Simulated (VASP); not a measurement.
Input of a VASP 6.6.1 run:

The input INCAR:

```
SYSTEM = AlNi
ALGO = Fast
EDIFF = 1E-6
ENCUT = 520
GGA = PE
ISIF = 2
ISMEAR = 0
ISYM = 0
LASPH = .True.
LCHARG = .False.
LREAL = Auto
LWAVE = .False.
NBANDS = 66
NELM = 100
PREC = Accurate
SIGMA = 0.1
```

KPOINTS

```
Automatic mesh
0
Gamma
  3 2 2
  0 0.5 0.5
```

Contents of POSCAR:

```
AlNi
1.0
    5.2379340152     -0.1382072836      0.0399194656
    2.5790475420     -0.2774788339     -6.1049392674
    2.4807597240      6.1417138101      0.2283349249
Al Ni
8 8
Direct
    0.9978448683      0.4651435330      0.5535209113
    0.2041282356      1.0286467597      0.4750081331
    0.5112897082      0.4509613791      0.5385125545
    0.0429017790      0.9719057191      1.0279904883
    0.2491838781      0.5354109541      0.9494794391
    0.7357273244      0.5496072920     -0.0355162994
    0.5045956317      0.2712770919      0.2020692775
    0.7424431980      0.7292783113      0.3009322306
    0.7322978613      0.0468281229      0.4529101782
    0.5147290860      0.9537304324      1.0500960687
    0.2518181988      0.6878697008      0.2868066299
    0.2486207293      0.2170523220      0.7854586951
    0.5084792973      0.7850267059      0.7037244818
   -0.0047944542      0.3126943696      0.2161922515
    0.7385544501      0.2155363027      0.7992754664
    0.9984134934      0.7835051262      0.7175451461
```

Potentials or basis: VASP PAW PBE potentials, release 64 (Al, Ni).

The run is started by

```sh
$ cat potpaw_PBE.64/Al/POTCAR potpaw_PBE.64/Ni/POTCAR > POTCAR
$ mpirun -np 1 vasp_std > vasp.out
```

(1) Predict the largest force.

(2) Predict the pressure.

(3) What does it give for the band gap on the k mesh?

Results:

(1) 0.024 eV/Å.

(2) -0.1 GPa.

(3) zero (bands 52 and 53 overlap by 0.59 eV).

Caveat: the k points lie up to 0.51 Å⁻¹ apart, too coarse for converged energies and pressures of a metal.
